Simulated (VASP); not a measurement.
# CsSnBr3 (Pm-3m) in VASP: further runs

Aim: see how the results for CsSnBr3 move with the level of theory and the settings. Levels: PBE, LDA. Tasks: band structure.

Program: VASP 6.6.1. These are calculated values, not measurements. Logs are shortened: lines on timing, memory, paths and dates and some standing lists are left out, and cuts for length are marked.

## 1. The cell of the first run

The structure is cubic, space group Pm-3m (No. 221). Conventional cell: a = 5.769 Å, b = 5.769 Å, c = 5.769 Å, α = 90.00°, β = 90.00°, γ = 90.00°. Cs (site symmetry m-3m) has 12 Br at 4.08 Å and 8 Sn at 5.00 Å within 5.4 Å. Within 3.8 Å of Sn (site symmetry m-3m) lie 6 Br at 2.88 Å. Br (site symmetry 4/mmm) has 2 Sn at 2.88 Å within 3.8 Å.

## 2. Band structure, PBE

Input file INCAR:

```
SYSTEM = CsSnBr3
  PREC = Accurate
  ENCUT = 520
  EDIFF = 1E-6
  ISMEAR = 0
  SIGMA = 0.03
  LREAL = .FALSE.
  LASPH = .TRUE.
  NELM = 80
  ALGO = Normal
  ISIF = 2
  LWAVE = .FALSE.
  LCHARG = .FALSE.
  GGA = PE
  KPAR = 2
```

Input file KPOINTS:

```
regular mesh
0
G
  6 6 6
  0 0 0
```

Input file POSCAR:

```
CsSnBr3                                 
1.0
    5.7688234695      0.0000000000      0.0000000000
    0.0000000000      5.7688234695      0.0000000000
    0.0000000000      0.0000000000      5.7688234695
  Cs              Sn              Br            
     1     1     3
Direct
     0.0000000000000000    0.0000000000000000    0.0000000000000000
     0.5000000000000000    0.5000000000000000    0.5000000000000000
     0.5000000000000000    0.0000000000000000    0.5000000000000000
     0.5000000000000000    0.5000000000000000    0.0000000000000000
     0.0000000000000000    0.5000000000000000    0.5000000000000000
```

Input file KPOINTS_OPT:

```
explicit points
128
Reciprocal
 0.0000000000  0.0000000000  0.0000000000 1
 0.0000000000  0.0555555556  0.0000000000 1
 0.0000000000  0.1111111111  0.0000000000 1
 0.0000000000  0.1666666667  0.0000000000 1
 0.0000000000  0.2222222222  0.0000000000 1
 0.0000000000  0.2777777778  0.0000000000 1
[... 120 lines left out ...]
 0.0229991700  0.4770008300  0.0000000000 1
-0.0229991700  0.5229991700  0.0000000000 1
```

Potentials or basis: VASP PAW PBE potentials, release 64 (Cs_sv, Sn_d, Br).

On the command line:

```console
> cat potpaw_PBE.64/Cs_sv/POTCAR potpaw_PBE.64/Sn_d/POTCAR potpaw_PBE.64/Br/POTCAR > POTCAR
> mpirun -np 2 vasp_std > vasp.out
```

OUTCAR:

```text
SYSTEM = CsSnBr3
   PREC = Accurate
   ENCUT = 520
   EDIFF = 1E-6
   ISMEAR = 0
   LREAL = .FALSE.
   LASPH = .TRUE.
   NELM = 80
   ISIF = 2
   GGA = PE

 ion  position               nearest neighbor table
   1  0.000  0.000  0.000-
   2  0.500  0.500  0.500-   3 2.88   4 2.88   5 2.88   4 2.88   3 2.88   5 2.88
   3  0.500  0.000  0.500-   2 2.88   2 2.88
   4  0.500  0.500  0.000-   2 2.88   2 2.88
   5  0.000  0.500  0.500-   2 2.88   2 2.88

  LATTYP: Found a simple cubic cell.
 ALAT       =     5.7688234695

  Lattice vectors:

 A1 = (   5.7688234695,   0.0000000000,   0.0000000000)
 A2 = (   0.0000000000,   5.7688234695,   0.0000000000)
 A3 = (   0.0000000000,   0.0000000000,   5.7688234695)

Analysis of symmetry for initial positions (statically):
=====================================================================
 Subroutine PRICEL returns:
 Original cell was already a primitive cell.

 Routine SETGRP: Setting up the symmetry group for a
 simple cubic supercell.

 Subroutine GETGRP returns: Found 48 space group operations
 (whereof 48 operations were pure point group operations)
 out of a pool of 48 trial point group operations.

The static configuration has the point symmetry O_h .

Analysis of symmetry for dynamics (positions and initial velocities):
=====================================================================
 Subroutine PRICEL returns:
 Original cell was already a primitive cell.

 Routine SETGRP: Setting up the symmetry group for a
 simple cubic supercell.

 Subroutine GETGRP returns: Found 48 space group operations
 (whereof 48 operations were pure point group operations)
 out of a pool of 48 trial point group operations.

The dynamic configuration has the point symmetry O_h .

 Subroutine INISYM returns: Found 48 space group operations
 (whereof 48 operations are pure point group operations),
 and found     1 'primitive' translations

----------------------------------------------------------------------------------------

                                     Primitive cell

  volume of cell :     191.9825

  direct lattice vectors                    reciprocal lattice vectors
     5.768823470  0.000000000  0.000000000     0.173345571  0.000000000  0.000000000
     0.000000000  5.768823470  0.000000000     0.000000000  0.173345571  0.000000000
     0.000000000  0.000000000  5.768823470     0.000000000  0.000000000  0.173345571

  length of vectors
     5.768823470  5.768823470  5.768823470     0.173345571  0.173345571  0.173345571

  position of ions in fractional coordinates (direct lattice)
     0.000000000  0.000000000  0.000000000
     0.500000000  0.500000000  0.500000000
     0.500000000  0.000000000  0.500000000
     0.500000000  0.500000000  0.000000000
     0.000000000  0.500000000  0.500000000

  ion indices of the primitive-cell ions
   primitive index   ion index
                 1           1
                 2           2
                 3           3
                 4           4
                 5           5

----------------------------------------------------------------------------------------

 KPOINTS: regular mesh

Automatic generation of k-mesh.
 Grid dimensions read from file:
 generate k-points for:    6    6    6

 Generating k-lattice:

  Cartesian coordinates                     Fractional coordinates (reciprocal lattice)
     0.028890929  0.000000000  0.000000000     0.166666667  0.000000000  0.000000000
     0.000000000  0.028890929  0.000000000     0.000000000  0.166666667  0.000000000
     0.000000000  0.000000000  0.028890929     0.000000000  0.000000000  0.166666667

  Length of vectors
     0.028890929  0.028890929  0.028890929

  Shift w.r.t. Gamma in fractional coordinates (k-lattice)
     0.000000000  0.000000000  0.000000000

 Subroutine IBZKPT returns following result:
 ===========================================

 Found     20 irreducible k-points:

 Following reciprocal coordinates:
            Coordinates               Weight
  0.000000  0.000000  0.000000      1.000000
  0.166667  0.000000  0.000000      6.000000
  0.333333  0.000000  0.000000      6.000000
  0.500000  0.000000  0.000000      3.000000
  0.166667  0.166667  0.000000     12.000000
  0.333333  0.166667  0.000000     24.000000
[... 12 lines left out ...]
  0.500000  0.500000  0.333333      6.000000
  0.500000  0.500000  0.500000      1.000000
   k-points           NKPTS =     20   k-points in BZ     NKDIM =     20   number of bands    NBANDS=     26
   number of dos      NEDOS =    301   number of ions     NIONS =      5
   total plane-waves  NPLWV = 110592
   dimension x,y,z NGX =    48 NGY =   48 NGZ =   48
   dimension x,y,z NGXF=    96 NGYF=   96 NGZF=   96
   ions per type =               1   1   3
   NGX,Y,Z   is equivalent  to a cutoff of  13.83, 13.83, 13.83 a.u.
   NGXF,Y,Z  is equivalent  to a cutoff of  27.67, 27.67, 27.67 a.u.
 SYSTEM =  CsSnBr3
   PREC   = accura    normal or accurate (medium, high low for compatibility)
   ISTART =      0    job   : 0-new  1-cont  2-samecut
   ICHARG =      2    charge: 1-file 2-atom 10-const
   ISPIN  =      1    spin polarized calculation?
   LNONCOLLINEAR =      F non collinear calculations
   LSORBIT =      F    spin-orbit coupling
   LASPH  =      T    aspherical Exc in radial PAW
   ENCUT  =  520.0 eV  38.22 Ry    6.18 a.u.  10.73 10.73 10.73*2*pi/ulx,y,z
   NELM   =     80;   NELMIN=  2; NELMDL= -5     # of ELM steps
   EDIFF  = 0.1E-05   stopping-criterion for ELM
   LREAL  =      F    real-space projection
   EDIFFG = 0.1E-04   stopping-criterion for IOM
   NSW    =      0    number of steps for IOM
   IBRION =     -1    ionic relax: 0-MD 1-quasi-New 2-CG
   NFREE  =      0    steps in history (QN), initial steepest desc. (CG)
   ISIF   =      2    stress and relaxation
   ISYM   =      2    0-nonsym 1-usesym 2-fastsym
   POTIM  = 0.5000    time-step for ionic-motion
   TEBEG  =    0.0;   TEEND  =   0.0 temperature during run
   PSTRESS=    0.0 pullay stress
   NELECT =      44.0000    total number of electrons
   NUPDOWN=      -1.0000    fix difference up-down
   EMIN   =  10.00;   EMAX   =-10.00  energy-range for DOS
   EFERMI =   0.00;   METHOD = LEGACY
   ISMEAR =     0;   SIGMA  =   0.03  broadening in eV -4-tet -1-fermi 0-gaus
   EFERMI_NEDOS =   21; number of points for ismear=-14 and -15
   IALGO  =     38    algorithm
   IMIX   =      4    mixing-type and parameters
     AMIX     =   0.40;   BMIX     =  1.00
     AMIX_MAG =   1.60;   BMIX_MAG =  1.00
  volume/ion in A,a.u.               =      38.40       259.11
  Fermi-wavevector in a.u.,A,eV,Ry     =   1.001856  1.893233 13.656367  1.003715
  Thomas-Fermi vector in A             =   2.134305
   LORBIT       =      0    0 simple, 1 ext, 2 COOP (PROOUT), +10 PAW based schemes
   GGA     = PE    functional components
   LHFCALC =     F    Hartree Fock is set to
   AEXX    =    0.0000 exact exchange contribution
   IVDW    =     0    specifies the selected vdW correction
   LEPSILON=     F    determine dielectric tensor
   LRPA    =     F    only Hartree local field effects (RPA)
 non-spin polarized calculation
 Gauss-broadening in eV      SIGMA  =   0.03
  energy-cutoff  :      520.00
  volume of cell :      191.98
 maximum number of plane-waves:      5232
 NGX is ok and might be reduce to    48
   NGX = 21   NGY = 21   NGZ = 21

 number of electron      44.0000011 magnetization

 Free energy of the ion-electron system (eV)
  ---------------------------------------------------
  ext. energy  EPLUGINS =         0.00000000
  ---------------------------------------------------
  free energy    TOTEN  =       -15.77782577 eV

  energy without entropy =      -15.77782577  energy(sigma->0) =      -15.77782577

 E-fermi :   2.8225     XC(G=0):  -7.8122

 val. band max:        2.6584495040   @ k =   0.5000   0.5000   0.5000
 cond. band min:       2.9643089681   @ k =   0.5000   0.5000   0.5000
 fundamental gap:      0.3058594641
 Fermi energy:         2.8225311864

 k-point     1 :       0.0000    0.0000    0.0000
  band No.  band energies     occupation
      1     -19.8349      2.00000
      2     -19.7067      2.00000
      3     -19.7067      2.00000
      4     -19.6723      2.00000
      5     -19.6723      2.00000
      6     -19.6723      2.00000
[... 18 lines left out ...]
     25       5.6398      0.00000
     26       6.2964      0.00000

 k-point     2 :       0.1667    0.0000    0.0000
  band No.  band energies     occupation
      1     -19.8346      2.00000
      2     -19.7067      2.00000
      3     -19.7049      2.00000
      4     -19.6724      2.00000
      5     -19.6724      2.00000
      6     -19.6723      2.00000
[... 18 lines left out ...]
     25       5.8680      0.00000
     26       6.4051      0.00000

 k-point     3 :       0.3333    0.0000    0.0000
  band No.  band energies     occupation
      1     -19.8338      2.00000
      2     -19.7067      2.00000
      3     -19.7011      2.00000
      4     -19.6725      2.00000
      5     -19.6725      2.00000
      6     -19.6723      2.00000
[... 18 lines left out ...]
     25       6.3194      0.00000
     26       6.4059      0.00000

 k-point     4 :       0.5000    0.0000    0.0000
  band No.  band energies     occupation
      1     -19.8334      2.00000
      2     -19.7067      2.00000
      3     -19.6992      2.00000
      4     -19.6726      2.00000
      5     -19.6726      2.00000
      6     -19.6723      2.00000
[... 18 lines left out ...]
     25       6.7633      0.00000
     26       6.7928      0.00000

 k-point     5 :       0.1667    0.1667    0.0000
  band No.  band energies     occupation
      1     -19.8342      2.00000
      2     -19.7058      2.00000
      3     -19.7039      2.00000
      4     -19.6724      2.00000
      5     -19.6724      2.00000
      6     -19.6724      2.00000
[... 18 lines left out ...]
     25       6.0201      0.00000
     26       6.4709      0.00000

 k-point     6 :       0.3333    0.1667    0.0000
  band No.  band energies     occupation
      1     -19.8335      2.00000
      2     -19.7055      2.00000
      3     -19.7005      2.00000
      4     -19.6726      2.00000
      5     -19.6725      2.00000
      6     -19.6724      2.00000
[... 311 lines left out ...]
 k-point    17 :       0.3333    0.3333    0.3333
  band No.  band energies     occupation
      1     -19.8320      2.00000
      2     -19.6983      2.00000
      3     -19.6983      2.00000
      4     -19.6727      2.00000
      5     -19.6727      2.00000
      6     -19.6727      2.00000
[... 18 lines left out ...]
     25       4.6502      0.00000
     26       6.3618      0.00000

 k-point    18 :       0.5000    0.3333    0.3333
  band No.  band energies     occupation
      1     -19.8317      2.00000
      2     -19.6983      2.00000
      3     -19.6964      2.00000
      4     -19.6728      2.00000
      5     -19.6727      2.00000
      6     -19.6727      2.00000
[... 18 lines left out ...]
     25       4.4539      0.00000
     26       6.4276      0.00000

 k-point    19 :       0.5000    0.5000    0.3333
  band No.  band energies     occupation
      1     -19.8314      2.00000
      2     -19.6973      2.00000
      3     -19.6954      2.00000
      4     -19.6728      2.00000
      5     -19.6728      2.00000
      6     -19.6728      2.00000
[... 18 lines left out ...]
     25       4.1987      0.00000
     26       6.3700      0.00000

 k-point    20 :       0.5000    0.5000    0.5000
  band No.  band energies     occupation
      1     -19.8311      2.00000
      2     -19.6954      2.00000
      3     -19.6954      2.00000
      4     -19.6729      2.00000
      5     -19.6729      2.00000
      6     -19.6729      2.00000
[... 18 lines left out ...]
     25       2.9643      0.00000
     26       6.1516      0.00000

------------------------ aborting loop because EDIFF is reached ----------------------------------------

  FORCE on cell =-STRESS in cart. coord.  units (eV):
  Direction    XX          YY          ZZ          XY          YZ          ZX
  --------------------------------------------------------------------------------------
  -------------------------------------------------------------------------------------
  Total        1.7638550      1.7638550      1.7638550      0.0000000     -0.0000000     -0.0000000
  in kB       14.7201321     14.7201321     14.7201321      0.0000000     -0.0000000     -0.0000000
  external PRESSURE =      14.7201321 kB  Pullay stress =       0.0000000 kB

 VOLUME and BASIS-vectors are now :
 -----------------------------------------------------------------------------
  energy-cutoff  :      520.00
  volume of cell :      191.98
      direct lattice vectors                 reciprocal lattice vectors
     5.768823470  0.000000000  0.000000000     0.173345571  0.000000000  0.000000000
     0.000000000  5.768823470  0.000000000     0.000000000  0.173345571  0.000000000
     0.000000000  0.000000000  5.768823470     0.000000000  0.000000000  0.173345571

 POSITION                                       TOTAL-FORCE (eV/Angst)
 -----------------------------------------------------------------------------------
      0.00000      0.00000      0.00000         0.000000      0.000000      0.000000
      2.88441      2.88441      2.88441         0.000000      0.000000      0.000000
      2.88441      0.00000      2.88441         0.000000      0.000000      0.000000
      2.88441      2.88441      0.00000         0.000000      0.000000      0.000000
      0.00000      2.88441      2.88441         0.000000      0.000000      0.000000
 -----------------------------------------------------------------------------------
    total drift:                                0.000000     -0.000000     -0.000000

  FREE ENERGIE OF THE ION-ELECTRON SYSTEM (eV)
  ---------------------------------------------------
  free  energy   TOTEN  =       -15.7778257750 eV

  energy  without entropy=      -15.7778257750  energy(sigma->0) =      -15.77782577
```

It took 4.1 min on 2 MPI ranks of Intel Xeon Platinum 8488C (Sapphire Rapids), shared host; peak memory 0.4 GiB.

Results:

```
Free energy             : -15.7778 eV
Pressure                : 1.5 GPa
Band gap on the k mesh  : 0.31 eV
Band gap along the path : 0.31 eV
```

Levels at the corners of the path, in eV from the valence-band top:
| point | band 19 | band 20 | band 21 | band 22 | band 23 | band 24 | band 25 | band 26 |
| --- | --- | --- | --- | --- | --- | --- | --- | --- |
| Γ | -3.32 | -3.17 | -3.17 | -3.17 | 2.01 | 2.98 | 2.98 | 3.64 |
| X | -3.47 | -3.30 | -3.30 | -2.15 | 1.35 | 3.48 | 4.09 | 4.12 |
| X | -3.47 | -3.30 | -3.30 | -2.15 | 1.35 | 3.48 | 4.09 | 4.23 |
| M | -3.60 | -3.60 | -2.80 | -1.05 | 0.87 | 0.87 | 3.85 | 4.17 |
| M | -3.60 | -3.60 | -2.80 | -1.05 | 0.87 | 0.87 | 3.85 | 4.17 |
| Γ | -3.32 | -3.17 | -3.17 | -3.17 | 2.01 | 2.98 | 2.98 | 3.64 |
| Γ | -3.32 | -3.17 | -3.17 | -3.17 | 2.01 | 2.98 | 2.98 | 3.64 |
| R | -2.79 | -2.79 | -2.79 | 0.00 | 0.31 | 0.31 | 0.31 | 3.49 |
| R | -2.79 | -2.79 | -2.79 | 0.00 | 0.31 | 0.31 | 0.31 | 3.49 |
| X | -3.47 | -3.30 | -3.30 | -2.15 | 1.35 | 3.48 | 4.11 | 4.14 |
| M | -3.60 | -3.60 | -2.80 | -1.05 | 0.87 | 0.87 | 3.85 | 4.17 |
| R | -2.79 | -2.79 | -2.79 | 0.00 | 0.31 | 0.31 | 0.31 | 3.49 |

Caveat: spin-orbit coupling is left out, which moves the levels of the heavy elements.

## 3. Band structure, LDA

INCAR, as its differences from that of step 2:

```diff
@@ -13,3 +13,2 @@
   LCHARG = .FALSE.
-  GGA = PE
   KPAR = 2
```

KPOINTS is that of step 2.

POSCAR is that of step 2.

KPOINTS_OPT is that of step 2.

Potentials or basis: VASP PAW LDA potentials, release 64 (Cs_sv, Sn_d, Br).

On the command line:

```console
> cat potpaw_LDA.64/Cs_sv/POTCAR potpaw_LDA.64/Sn_d/POTCAR potpaw_LDA.64/Br/POTCAR > POTCAR
> mpirun -np 2 vasp_std > vasp.out
```

Wall time 4.1 min (2 MPI ranks of Intel Xeon Platinum 8488C (Sapphire Rapids), shared host); peak memory 0.36 GiB.

Results (log left out):

- Free energy: -17.8343 eV
- Pressure: -1.2 GPa
- Band gap on the k mesh: 0.22 eV
- Band gap along the path: 0.22 eV

Levels at the corners of the path, in eV from the valence-band top:
| point | band 18 | band 19 | band 20 | band 21 | band 22 | band 23 | band 24 | band 25 | band 26 |
| --- | --- | --- | --- | --- | --- | --- | --- | --- | --- |
| Γ | -3.22 | -3.22 | -3.07 | -3.07 | -3.07 | 1.74 | 2.81 | 2.81 | 3.53 |
| X | -3.41 | -3.39 | -3.21 | -3.21 | -2.11 | 1.31 | 3.28 | 3.88 | 3.95 |
| X | -3.41 | -3.39 | -3.21 | -3.21 | -2.11 | 1.31 | 3.28 | 3.90 | 3.96 |
| M | -3.51 | -3.51 | -3.51 | -2.69 | -1.03 | 0.81 | 0.81 | 3.80 | 4.04 |
| M | -3.51 | -3.51 | -3.51 | -2.69 | -1.03 | 0.81 | 0.81 | 3.80 | 4.04 |
| Γ | -3.22 | -3.22 | -3.07 | -3.07 | -3.07 | 1.74 | 2.81 | 2.81 | 3.53 |
| Γ | -3.22 | -3.22 | -3.07 | -3.07 | -3.07 | 1.74 | 2.81 | 2.81 | 3.53 |
| R | -3.50 | -2.67 | -2.67 | -2.67 | 0.00 | 0.22 | 0.22 | 0.22 | 3.27 |
| R | -3.50 | -2.67 | -2.67 | -2.67 | 0.00 | 0.22 | 0.22 | 0.22 | 3.27 |
| X | -3.41 | -3.39 | -3.21 | -3.21 | -2.11 | 1.31 | 3.28 | 3.88 | 3.98 |
| M | -3.51 | -3.51 | -3.51 | -2.69 | -1.03 | 0.81 | 0.81 | 3.80 | 4.04 |
| R | -3.50 | -2.67 | -2.67 | -2.67 | 0.00 | 0.22 | 0.22 | 0.22 | 3.27 |

Caveat: spin-orbit coupling is left out, which moves the levels of the heavy elements.

## 4. Band structure, PBE, spin-orbit coupling, no magnetisation

INCAR, as its differences from that of step 3:

```diff
@@ -13,2 +13,7 @@
   LCHARG = .FALSE.
+  MAGMOM = 0 0 0 0 0 0 0 0 0 0 0 0 0 0 0
+  LORBIT = 11
+  LSORBIT = .TRUE.
+  GGA_COMPAT = .FALSE.
+  GGA = PE
   KPAR = 2
```

Input file KPOINTS:

```
regular mesh
0
G
  4 4 4
  0 0 0
```

POSCAR is that of step 3.

KPOINTS_OPT is that of step 3.

Potentials or basis: VASP PAW PBE potentials, release 64 (Cs_sv, Sn_d, Br).

On the command line:

```console
> cat potpaw_PBE.64/Cs_sv/POTCAR potpaw_PBE.64/Sn_d/POTCAR potpaw_PBE.64/Br/POTCAR > POTCAR
> mpirun -np 2 vasp_ncl > vasp.out
```

It took 21 min on 2 MPI ranks of Intel Xeon Platinum 8488C (Sapphire Rapids), shared host; peak memory 0.86 GiB.

Results (log left out):

```
Free energy                                           : -16.0063 eV
Pressure                                              : 1.5 GPa
Valence electrons inside the program's atomic spheres : Cs 6.55; Sn 12.04; Br 4.87
```

## 5. Summary

```tsv
level	potentials or basis	spin	k mesh	gap on the mesh (eV)	pressure (GPa)
PBE	VASP PAW PBE potentials, release 64 (Cs_sv, Sn_d, Br)	off	6 × 6 × 6	0.31	1.5
LDA	VASP PAW LDA potentials, release 64 (Cs_sv, Sn_d, Br)	off	6 × 6 × 6	0.22	-1.2
PBE	VASP PAW PBE potentials, release 64 (Cs_sv, Sn_d, Br)	SOC, no magnetisation	4 × 4 × 4	-	1.5
```

Alike in all rows: task band structure; cell as given; cutoff (eV) 520; smearing gaussian 0.03 eV.

Caveats: spin-orbit coupling is left out, which moves the levels of the heavy elements (at least some runs).

Total energies depend on the potentials used, so only differences within one code and one set of settings carry meaning.
